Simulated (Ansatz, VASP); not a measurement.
**PbO: VASP beside Ansatz**

INCAR

```
PREC = Accurate ; ENCUT = 600
EDIFF = 1E-7 ; ISMEAR = 0
SIGMA = 0.02 ; LREAL = F
LASPH = T ; NELM = 100
ALGO = Normal ; ISIF = 3
LWAVE = F ; LCHARG = F
GGA = PE ; IBRION = 2
NSW = 70 ; EDIFFG = -0.005
```

KPOINTS

```
Automatic mesh
0
Gamma
  8 8 6
```

File POSCAR:

```
PbO
1.0
    4.0343848471      0.0000000000      0.0000000000
    0.0000000000      4.0343848471      0.0000000000
    0.0000000000      0.0000000000      4.9932162030
Pb O
2 2
Direct
    0.0000000000      0.5000000000      0.2377510646
    0.5000000000      0.0000000000      0.7622489354
    0.0000000000      0.0000000000      0.0000000000
    0.5000000000      0.5000000000      0.0000000000
```

Input for Ansatz:

```yaml
crystal:
  lattice:
    - [4.0343848471, 0.0, 0.0]
    - [0.0, 4.0343848471, 0.0]
    - [0.0, 0.0, 4.993216203]
  atoms:
    - { symbol: Pb, position: [0.0, 0.5, 0.2377510646] }
    - { symbol: Pb, position: [0.5, 0.0, 0.7622489354] }
    - { symbol: O, position: [0.0, 0.0, 0.0] }
    - { symbol: O, position: [0.5, 0.5, 0.0] }
basis:
  ecutwfc: 420
kpoints:
  mp_grid: { grid: [8, 8, 6] }
hamiltonian:
  xc: pbe
scf:
  occupations: { method: gaussian, width: 0.02 }
output:
  forces: true
  stress: true
  eigenvalues: true
relax:
  adjacent_minimum: "off"
  f_tol: 0.005
  max_steps: 50
  cell: { stress_tol: 0.05 }
```

Alike in both runs: task relaxation of cell and atoms; functional PBE; k mesh 8 × 8 × 6; occupations gaussian, width 0.02 eV; no spin polarisation.

|  | VASP | Ansatz |
| --- | --- | --- |
| version | VASP 6.6.1 | Ansatz 0.2.0 |
| potentials or method | VASP PAW PBE potentials, release 64 (Pb_d, O), cutoff 600 eV | scalar-relativistic, plane waves, PAW |
| valence electrons in the cell | 40 | 40 |

VASP gave:

| Property | Result |
| --- | --- |
| gap on the k mesh at the Fermi level, each at its own relaxed structure (eV) | 1.73 |
| relaxed volume (Å³/atom) | 22.67 |
| relaxed length of the cell vector where the two differ most in proportion (Å) | 5.509 |

Task: Estimate Ansatz's values.

Result: gap on the k mesh at the Fermi level, each at its own relaxed structure (eV): 1.81; relaxed volume (Å³/atom): 23.03; relaxed length of the cell vector where the two differ most in proportion (Å): 5.596.

Neither program's run includes spin-orbit coupling.
